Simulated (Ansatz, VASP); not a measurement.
## Two plane-wave programs on Te2Mo

Contents of INCAR:

```
AGGAC = 0.0
ALDAC = 0.0
ALGO = Normal
EDIFF = 1E-6
ENCUT = 520
GGA = PE
ISIF = 2
ISMEAR = -1
LASPH = T
LCHARG = F
LREAL = F
LWAVE = F
NBANDS = 64
NELM = 100
PREC = Accurate
SIGMA = 0.05
```

KPOINTS

```
k-points
0
Gamma
  4 8 2
```

POSCAR

```
Te2Mo
1.0
    6.4132990262      0.0000000000      0.0000000000
    0.0000000000      3.5146499719      0.0000000000
   -0.9592539627      0.0000000000     14.0095870791
Te Mo
8 4
Direct
    0.9437000000      0.7500000000      0.6045000000
    0.0563000000      0.2500000000      0.3955000000
    0.9030000000      0.2500000000      0.8514000000
    0.0970000000      0.7500000000      0.1486000000
    0.4112000000      0.7500000000      0.8955000000
    0.5888000000      0.2500000000      0.1045000000
    0.4432000000      0.2500000000      0.6484000000
    0.5568000000      0.7500000000      0.3516000000
    0.8167000000      0.7500000000      0.9926000000
    0.1833000000      0.2500000000      0.0074000000
    0.6819000000      0.2500000000      0.4934000000
    0.3181000000      0.7500000000      0.5066000000
```

input.yaml

```yaml
crystal:
  lattice:
    - [6.4132990262, 0.0, 0.0]
    - [0.0, 3.5146499719, 0.0]
    - [-0.9592539627, 0.0, 14.0095870791]
  atoms:
    - { symbol: Te, position: [0.9437, 0.75, 0.6045] }
    - { symbol: Te, position: [0.0563, 0.25, 0.3955] }
    - { symbol: Te, position: [0.903, 0.25, 0.8514] }
    - { symbol: Te, position: [0.097, 0.75, 0.1486] }
    - { symbol: Te, position: [0.4112, 0.75, 0.8955] }
    - { symbol: Te, position: [0.5888, 0.25, 0.1045] }
    - { symbol: Te, position: [0.4432, 0.25, 0.6484] }
    - { symbol: Te, position: [0.5568, 0.75, 0.3516] }
    - { symbol: Mo, position: [0.8167, 0.75, 0.9926] }
    - { symbol: Mo, position: [0.1833, 0.25, 0.0074] }
    - { symbol: Mo, position: [0.6819, 0.25, 0.4934] }
    - { symbol: Mo, position: [0.3181, 0.75, 0.5066] }
hamiltonian:
  xc: { exchange: pbe, correlation: none }
  pseudopotentials: { kind: paw }
kpoints:
  mp_grid: { grid: [4, 8, 2] }
scf:
  occupations: { method: fermi_dirac, width: 0.05 }
output:
  forces: true
  stress: true
  eigenvalues: true
  write_density: true
  write_potential: true
  elf: true
  volumetric_format: npy
```

Alike in both runs: task single point; functional PBE exchange alone; k mesh 4 × 8 × 2; occupations fermi-dirac, width 0.05 eV; no spin polarisation.

|  | VASP | Ansatz |
| --- | --- | --- |
| version | VASP 6.6.1 | Ansatz 0.2.0 |
| potentials or method | VASP PAW PBE potentials, release 64 (Te, Mo_sv) | Ansatz PAW |
| plane-wave cutoff (eV) | 520 | 420 |
| valence electrons in the cell | 104 | 184 |

Ansatz gave:

| Item | Value |
| --- | --- |
| gap on the k mesh at the Fermi level (eV) | none |
| pressure (GPa) | 11.7 |
| traceless stress, the component that is largest in VASP (GPa) | -0.73 |
| rms of the force components (eV/Å) | 0.263 |

Task: What did VASP give for the same quantities?

Result: gap on the k mesh at the Fermi level (eV): none; pressure (GPa): 11.8; traceless stress, the component that is largest in VASP (GPa): -0.72; rms of the force components (eV/Å): 0.273.

VASP's potentials were made for PBE, not for PBE exchange alone. Atom by atom the forces differ by 0.011 eV/Å (rms over components). A gap of «none» marks a metal or a gap that the smearing closes. VASP's potentials hold 104 valence electrons a cell and Ansatz's 184, so a difference there can come from the potentials and not from the codes.

Spin-orbit coupling is off throughout.
